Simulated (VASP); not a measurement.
Write the native input for VASP 6.6.1 that does the following.

```yaml
Task: relaxation of cell and atoms
Functional: PBE
Potentials_or_basis: VASP PAW PBE potentials, release 64 (Ga_d, Sb, As)
Cutoff: 600 eV
k_mesh: 8 × 8 × 8
Occupations: gaussian, width 0.1 eV
Spin: no spin polarisation
Dipole_correction: no
Further_INCAR_settings: ALGO = Fast; EDIFF = 1e-06; IBRION = 2; EDIFFG = -0.01; NSW = 100; ISIF = 3
```

The structure of Ga4SbAs lies in POSCAR:

```
Ga4SbAs
1.0
    0.0000000000      4.8029504183      4.8029504183
    4.8029504183      0.0000000000      4.8029504183
    4.8029504183      4.8029504183      0.0000000000
Ga Sb As
4 1 1
Direct
    0.9055026249      0.2834921253      0.9055026249
    0.9055026249      0.9055026249      0.9055026249
    0.2834921253      0.9055026249      0.9055026249
    0.9055026249      0.9055026249      0.2834921253
    0.7500000000      0.7500000000      0.7500000000
    0.5000000000      0.5000000000      0.5000000000
```

The cell was generated, and may not be a known phase.

These files were run (other wordings do the same):

INCAR

```
  PREC = Accurate
  ENCUT = 600
  EDIFF = 1E-6
  ISMEAR = 0
  SIGMA = 0.1
  LREAL = False
  LASPH = True
  NELM = 80
  ALGO = Fast
  ISIF = 3
  LWAVE = False
  LCHARG = False
  GGA = PE
  IBRION = 2
  NSW = 100
  EDIFFG = -0.01
```

KPOINTS

```
Automatic mesh
0
Gamma
  8 8 8
```

Potentials or basis: VASP PAW PBE potentials, release 64 (Ga_d, Sb, As).

Run with:

```bash
$ cat potpaw_PBE.64/Ga_d/POTCAR potpaw_PBE.64/Sb/POTCAR potpaw_PBE.64/As/POTCAR > POTCAR
$ mpirun -np 1 vasp_std > vasp.out
```

Results of the run:

```json
{
  "Relaxed volume": "37.05 Å³/atom",
  "Relaxed cell": "a = 6.800 Å, b = 6.800 Å, c = 6.800 Å, α = 60.00°, β = 60.00°, γ = 60.00°",
  "Space group after relaxing (to 0.1 Å)": "F-43m (No. 216)",
  "Energy gained by relaxing": "0.1 meV/atom",
  "Ionic steps": "7",
  "Pressure after relaxing": "0.0 GPa",
  "Largest force after relaxing": "0.007 eV/Å",
  "Band gap on the k mesh": "zero (bands 31 and 32 overlap by 0.42 eV)"
}
```

Caveat: semilocal functionals underestimate gaps, and a narrow one can read as zero; spin-orbit coupling is left out, which moves the levels of the heavy elements.

Run time: 43 min on 1 thread of Intel Xeon 8259CL (shared host), peak memory 0.62 GiB.
